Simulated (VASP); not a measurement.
# Al in VASP: single point with PBE

Aim: the single point of Al with PBE.

Program: VASP 6.6.1. These are calculated values, not measurements. Logs are shortened: lines on timing, memory, paths and dates and some standing lists are left out, and cuts for length are marked.

### Step 1. The cell of the first run

The cell holds a slab with vacuum, 31 atoms: a = 5.654 Å, b = 5.654 Å, c = 36.075 Å, α = 90.00°, β = 90.00°, γ = 120.00°.

### Step 2. Single point, PBE (atoms taken out, then relaxed in part)

INCAR reads:

```
ALGO = Normal
DIPOL = 0.5 0.5 0.495
EDIFF = 1E-6
ENCUT = 520
GGA = PE
IDIPOL = 3
ISIF = 2
ISMEAR = 0
LASPH = T
LCHARG = T
LDIPOL = T
LELF = T
LREAL = Auto
LVACPOTAV = T
LVHAR = T
LWAVE = F
NBANDS = 68
NELM = 80
PREC = Accurate
SIGMA = 0.1
```

KPOINTS reads:

```
k-points
0
Gamma
  6 6 1
```

POSCAR reads:

```
Al
1.0
    5.6541540426      0.0000000000      0.0000000000
   -2.8270770213      4.8966410378      0.0000000000
    0.0000000000      0.0000000000     36.0754875961
Al
31
Direct
    0.1666666667      0.3333333333      0.2771965306
    0.1666666667      0.8333333333      0.2771965306
    0.6666666667      0.3333333333      0.2771965306
    0.6666666667      0.8333333333      0.2771965306
    0.0000000000      0.0000000000      0.3408546606
    0.0000000000      0.5000000000      0.3408546606
    0.5000000000      0.0000000000      0.3408546606
    0.5000000000      0.5000000000      0.3408546606
    0.3333333333      0.1666666667      0.4045128002
    0.3333333333      0.6666666667      0.4045128002
    0.8333333333      0.1666666667      0.4045128002
    0.8333333333      0.6666666667      0.4045128002
    0.0000000000      0.0000000000      0.4681709302
    0.0000000000      0.5000000000      0.4681709302
    0.5000000000      0.0000000000      0.4681709302
    0.5000000000      0.5000000000      0.4681709302
    0.1665843182      0.3332921591      0.5336497389
    0.1666666667      0.8333333333      0.5338442228
    0.6667078409      0.3332921591      0.5336497389
    0.6667078409      0.8334156818      0.5336497389
    0.0009930059     -0.0009930059      0.5995230198
    0.0009930059      0.5019860119      0.5995230198
    0.4980139881     -0.0009930059      0.5995230198
    0.5000000000      0.5000000000      0.5980895393
    0.3362621578      0.1725243155      0.6648551794
    0.3362621578      0.6637378422      0.6648551794
    0.8333333333      0.1666666667      0.6635501968
    0.8274756845      0.6637378422      0.6648551794
    0.0003067767     -0.0003067767      0.7282993282
    0.0003067767      0.5006135533      0.7282993282
    0.4993864467     -0.0003067767      0.7282993282
```

Potentials or basis: VASP PAW PBE potentials, release 64 (Al).

The run is started by

```console
cat potpaw_PBE.64/Al/POTCAR > POTCAR
mpirun -np 1 vasp_std > vasp.out
```

OUTCAR:

```text
EDIFF = 1E-6
   ENCUT = 520
   GGA = PE
   ISIF = 2
   ISMEAR = 0
   LASPH = T
   LREAL = Auto
   NELM = 80
   PREC = Accurate

 ion  position               nearest neighbor table
   1  0.167  0.333  0.277-   5 2.82   8 2.82   6 2.82   4 2.83   2 2.83   2 2.83   4 2.83   3 2.83
                             3 2.83
   2  0.167  0.833  0.277-   6 2.82   7 2.82   5 2.82   3 2.83   1 2.83   1 2.83   3 2.83   4 2.83
                             4 2.83
   3  0.667  0.333  0.277-   7 2.82   6 2.82   8 2.82   4 2.83   2 2.83   4 2.83   2 2.83   1 2.83
                             1 2.83
   4  0.667  0.833  0.277-   8 2.82   5 2.82   7 2.82   3 2.83   1 2.83   3 2.83   1 2.83   2 2.83
                             2 2.83
   5  0.000  0.000  0.341-   1 2.82   4 2.82   2 2.82  12 2.82   9 2.82  11 2.82   8 2.83   6 2.83
                             6 2.83   8 2.83   7 2.83   7 2.83
   6  0.000  0.500  0.341-   2 2.82   3 2.82   1 2.82  11 2.82  10 2.82  12 2.82   7 2.83   5 2.83
                             5 2.83   7 2.83   8 2.83   8 2.83
   7  0.500  0.000  0.341-   3 2.82   2 2.82   4 2.82  10 2.82  11 2.82   9 2.82   8 2.83   6 2.83
                             8 2.83   6 2.83   5 2.83   5 2.83
   8  0.500  0.500  0.341-   4 2.82   1 2.82   3 2.82   9 2.82  12 2.82  10 2.82   7 2.83   5 2.83
                             7 2.83   5 2.83   6 2.83   6 2.83
   9  0.333  0.167  0.405-  16 2.82  13 2.82  15 2.82   8 2.82   5 2.82   7 2.82  12 2.83  10 2.83
[... 28 lines left out ...]
                            25 2.87  26 2.87  19 2.89  20 2.89
  24  0.500  0.500  0.598-  23 2.83  22 2.83  21 2.83  21 2.83  23 2.83  22 2.83  20 2.84  17 2.84
                            19 2.84  26 2.89  25 2.89  28 2.89
  25  0.336  0.173  0.665-  26 2.78  28 2.78  29 2.82  31 2.82  27 2.83  27 2.83  23 2.87  21 2.87
                            26 2.88  28 2.88  24 2.89
  26  0.336  0.664  0.665-  25 2.78  28 2.78  31 2.82  30 2.82  27 2.83  27 2.83  23 2.87  22 2.87
                            25 2.88  28 2.88  24 2.89
  27  0.833  0.167  0.664-  28 2.83  25 2.83  26 2.83  26 2.83  28 2.83  25 2.83  22 2.83  23 2.83
                            21 2.83  30 2.85  31 2.85  29 2.85
  28  0.827  0.664  0.665-  25 2.78  26 2.78  29 2.82  30 2.82  27 2.83  27 2.83  22 2.87  21 2.87
                            25 2.88  26 2.88  24 2.89
  29  0.000  1.000  0.728-  28 2.82  25 2.82  30 2.82  31 2.82  30 2.83  31 2.83  27 2.85
  30  0.000  0.501  0.728-  26 2.82  28 2.82  29 2.82  31 2.82  29 2.83  31 2.83  27 2.85
  31  0.499  1.000  0.728-  26 2.82  25 2.82  30 2.82  29 2.82  30 2.83  29 2.83  27 2.85

  LATTYP: Found a hexagonal cell.
 ALAT       =     5.6541540426
 C/A-ratio  =     6.3803510347

  Lattice vectors:

 A1 = (   5.6541540426,   0.0000000000,   0.0000000000)
 A2 = (  -2.8270770213,   4.8966410378,   0.0000000000)
 A3 = (   0.0000000000,   0.0000000000,  36.0754875961)

Analysis of symmetry for initial positions (statically):
=====================================================================
 Subroutine PRICEL returns:
 Original cell was already a primitive cell.

 Routine SETGRP: Setting up the symmetry group for a
 hexagonal supercell.

 Subroutine GETGRP returns: Found  6 space group operations
 (whereof  2 operations were pure point group operations)
 out of a pool of 24 trial point group operations.

The static configuration has the point symmetry C_1h.
 The point group associated with its full space group is C_3v.

Analysis of symmetry for dynamics (positions and initial velocities):
=====================================================================
 Subroutine PRICEL returns:
 Original cell was already a primitive cell.

 Routine SETGRP: Setting up the symmetry group for a
 hexagonal supercell.

 Subroutine GETGRP returns: Found  6 space group operations
 (whereof  2 operations were pure point group operations)
 out of a pool of 24 trial point group operations.

The dynamic configuration has the point symmetry C_1h.
 The point group associated with its full space group is C_3v.

 Subroutine INISYM returns: Found  6 space group operations
 (whereof  2 operations are pure point group operations),
 and found     1 'primitive' translations

----------------------------------------------------------------------------------------

                                     Primitive cell

  volume of cell :     998.7990

  direct lattice vectors                    reciprocal lattice vectors
     5.654154043  0.000000000  0.000000000     0.176861117  0.102110814  0.000000000
    -2.827077021  4.896641038  0.000000000     0.000000000  0.204221627  0.000000000
     0.000000000  0.000000000 36.075487596     0.000000000  0.000000000  0.027719653

  length of vectors
     5.654154043  5.654154043 36.075487596     0.204221627  0.204221627  0.027719653

[... 83 lines left out ...]
     0.034036938  0.034036938  0.027719653

  Shift w.r.t. Gamma in fractional coordinates (k-lattice)
     0.000000000  0.000000000  0.000000000

 Subroutine IBZKPT returns following result:
 ===========================================

 Found      7 irreducible k-points:

 Following reciprocal coordinates:
            Coordinates               Weight
  0.000000  0.000000  0.000000      1.000000
  0.166667  0.000000  0.000000      6.000000
  0.333333  0.000000  0.000000      6.000000
  0.500000 -0.000000  0.000000      3.000000
  0.166667  0.166667  0.000000      6.000000
  0.333333  0.166667  0.000000     12.000000
  0.333333  0.333333  0.000000      2.000000
   k-points           NKPTS =      7   k-points in BZ     NKDIM =      7   number of bands    NBANDS=     68
   number of dos      NEDOS =    301   number of ions     NIONS =     31
   total plane-waves  NPLWV = 476280
   dimension x,y,z NGX =    42 NGY =   42 NGZ =  270
   dimension x,y,z NGXF=    84 NGYF=   84 NGZF=  540
   ions per type =              31
   NGX,Y,Z   is equivalent  to a cutoff of  12.35, 12.35, 12.44 a.u.
   NGXF,Y,Z  is equivalent  to a cutoff of  24.70, 24.70, 24.88 a.u.
 SYSTEM =  unknown system
   PREC   = accura    normal or accurate (medium, high low for compatibility)
   ISTART =      0    job   : 0-new  1-cont  2-samecut
   ICHARG =      2    charge: 1-file 2-atom 10-const
   ISPIN  =      1    spin polarized calculation?
   LNONCOLLINEAR =      F non collinear calculations
   LSORBIT =      F    spin-orbit coupling
   LASPH  =      T    aspherical Exc in radial PAW
   ENCUT  =  520.0 eV  38.22 Ry    6.18 a.u.  10.51 10.51 67.08*2*pi/ulx,y,z
   NELM   =     80;   NELMIN=  2; NELMDL= -5     # of ELM steps
   EDIFF  = 0.1E-05   stopping-criterion for ELM
   LREAL  =      T    real-space projection
   EDIFFG = 0.1E-04   stopping-criterion for IOM
   NSW    =      0    number of steps for IOM
   IBRION =     -1    ionic relax: 0-MD 1-quasi-New 2-CG
   NFREE  =      0    steps in history (QN), initial steepest desc. (CG)
   ISIF   =      2    stress and relaxation
   ISYM   =      2    0-nonsym 1-usesym 2-fastsym
   POTIM  = 0.5000    time-step for ionic-motion
   TEBEG  =    0.0;   TEEND  =   0.0 temperature during run
   PSTRESS=    0.0 pullay stress
   NELECT =      93.0000    total number of electrons
   NUPDOWN=      -1.0000    fix difference up-down
   EMIN   =  10.00;   EMAX   =-10.00  energy-range for DOS
   EFERMI =   0.00;   METHOD = LEGACY
   ISMEAR =     0;   SIGMA  =   0.10  broadening in eV -4-tet -1-fermi 0-gaus
   EFERMI_NEDOS =   21; number of points for ismear=-14 and -15
   IALGO  =     38    algorithm
   IMIX   =      4    mixing-type and parameters
     AMIX     =   0.40;   BMIX     =  1.00
     AMIX_MAG =   1.60;   BMIX_MAG =  1.00
  volume/ion in A,a.u.               =      32.22       217.43
  Fermi-wavevector in a.u.,A,eV,Ry     =   0.742010  1.402196  7.491081  0.550579
  Thomas-Fermi vector in A             =   1.836787
   LORBIT       =      0    0 simple, 1 ext, 2 COOP (PROOUT), +10 PAW based schemes
   GGA     = PE    functional components
   LHFCALC =     F    Hartree Fock is set to
   AEXX    =    0.0000 exact exchange contribution
   IVDW    =     0    specifies the selected vdW correction
   LEPSILON=     F    determine dielectric tensor
   LRPA    =     F    only Hartree local field effects (RPA)
 non-spin polarized calculation
 Gauss-broadening in eV      SIGMA  =   0.10
  energy-cutoff  :      520.00
  volume of cell :      998.80
 maximum number of plane-waves:     26972
   NGX = 21   NGY = 21   NGZ =135

 dipolmoment           0.000000      0.000000     -0.003548 electrons x Angstroem

 number of electron      93.0000001 magnetization

 dipolmoment           0.000000      0.000000      0.006635 electrons x Angstroem

 Free energy of the ion-electron system (eV)
  ---------------------------------------------------
  ext. energy  EPLUGINS =         0.00000000
  ---------------------------------------------------
  free energy    TOTEN  =      -112.30128939 eV

  energy without entropy =     -112.22357921  energy(sigma->0) =     -112.26243430

 E-fermi :   2.0753     XC(G=0):  -5.7226

 val. band max:        2.0638871795   @ k =   0.3333   0.0000   0.0000
 cond. band min:       2.1120834602   @ k =   0.3333   0.0000   0.0000
 fundamental gap:      0.0481962807
 Fermi energy:         2.0752989201

 k-point     1 :       0.0000    0.0000    0.0000
  band No.  band energies     occupation
      1      -9.0567      2.00000
      2      -8.7254      2.00000
      3      -8.1899      2.00000
      4      -7.4736      2.00000
      5      -6.5636      2.00000
      6      -5.5632      2.00000
[... 416 lines left out ...]
     57       4.5828      0.00000
     58       4.7007      0.00000
 [bands above 58 left out]

------------------------ aborting loop because EDIFF is reached ----------------------------------------

  FORCE on cell =-STRESS in cart. coord.  units (eV):
  Direction    XX          YY          ZZ          XY          YZ          ZX
  --------------------------------------------------------------------------------------
  -------------------------------------------------------------------------------------
  Total        2.3301790      2.3301790      4.2860561      0.0000000      0.0000000      0.0000000
  in kB        3.7378490      3.7378490      6.8752790      0.0000000      0.0000000      0.0000000
  external PRESSURE =       4.7836590 kB  Pullay stress =       0.0000000 kB

 VOLUME and BASIS-vectors are now :
 -----------------------------------------------------------------------------
  energy-cutoff  :      520.00
  volume of cell :      998.80
      direct lattice vectors                 reciprocal lattice vectors
     5.654154043  0.000000000  0.000000000     0.176861117  0.102110814  0.000000000
    -2.827077021  4.896641038  0.000000000     0.000000000  0.204221627  0.000000000
     0.000000000  0.000000000 36.075487596     0.000000000  0.000000000  0.027719653

 POSITION                                       TOTAL-FORCE (eV/Angst)
 -----------------------------------------------------------------------------------
      0.00000      1.63221     10.00000        -0.010985     -0.006342     -0.186302
     -1.41354      4.08053     10.00000        -0.000000      0.000000     -0.210118
      2.82708      1.63221     10.00000         0.010985     -0.006342     -0.186302
      1.41354      4.08053     10.00000        -0.000000      0.012684     -0.186302
      0.00000      0.00000     12.29650         0.016364     -0.009448      0.072022
     -1.41354      2.44832     12.29650         0.000000      0.018896      0.072022
[... 23 lines left out ...]
     -1.41354      2.45132     26.27375        -0.000000     -0.010752     -0.005022
     -0.00260      4.89514     26.27375         0.009311      0.005376     -0.005022
 -----------------------------------------------------------------------------------
    total drift:                               -0.000000      0.000000      0.007155

  FREE ENERGIE OF THE ION-ELECTRON SYSTEM (eV)
  ---------------------------------------------------
  free  energy   TOTEN  =      -112.3012893910 eV

  energy  without entropy=     -112.2235792130  energy(sigma->0) =     -112.26243430

 vacuum level on the upper side and lower side of the slab         6.231         6.187
```

It took 25 min on 1 thread of Intel Xeon Platinum 8259CL at 2.50GHz (Skylake/Cascade Lake), shared host; peak memory 1 GiB.

Results:

```yaml
Free_energy: -112.3013 eV
Largest_force: 0.210 eV/Å
Band_gap_on_the_k_mesh: zero (an odd number of electrons rules out a gap without spin polarisation)
```

Forces in eV/Å, atoms in the order of the input:
```
Al  -0.011 -0.006 -0.186
Al   0.000  0.000 -0.210
Al   0.011 -0.006 -0.186
Al   0.000  0.013 -0.186
Al   0.016 -0.009  0.072
Al   0.000  0.019  0.072
Al  -0.016 -0.009  0.072
Al   0.000  0.000  0.063
Al   0.000 -0.025 -0.015
Al  -0.022  0.013 -0.015
Al   0.000  0.000 -0.044
Al   0.022  0.013 -0.015
Al   0.005 -0.003  0.139
Al   0.000  0.006  0.139
Al  -0.005 -0.003  0.139
Al   0.000  0.000  0.182
Al  -0.003 -0.002 -0.002
Al   0.000  0.000  0.003
Al   0.003 -0.002 -0.002
Al   0.000  0.004 -0.002
Al   0.000  0.000 -0.007
Al   0.000  0.000 -0.007
Al   0.000  0.000 -0.007
Al   0.000  0.000  0.004
Al   0.000  0.003 -0.001
Al   0.003 -0.002 -0.001
Al   0.000  0.000  0.019
Al  -0.003 -0.002 -0.001
Al  -0.009  0.005 -0.005
Al   0.000 -0.011 -0.005
Al   0.009  0.005 -0.005
```

Caveat: the cell differs from its parent crystal (atoms taken out, then relaxed in part).

The gap in the log of VASP goes by the Fermi energy; the results here count the filled bands.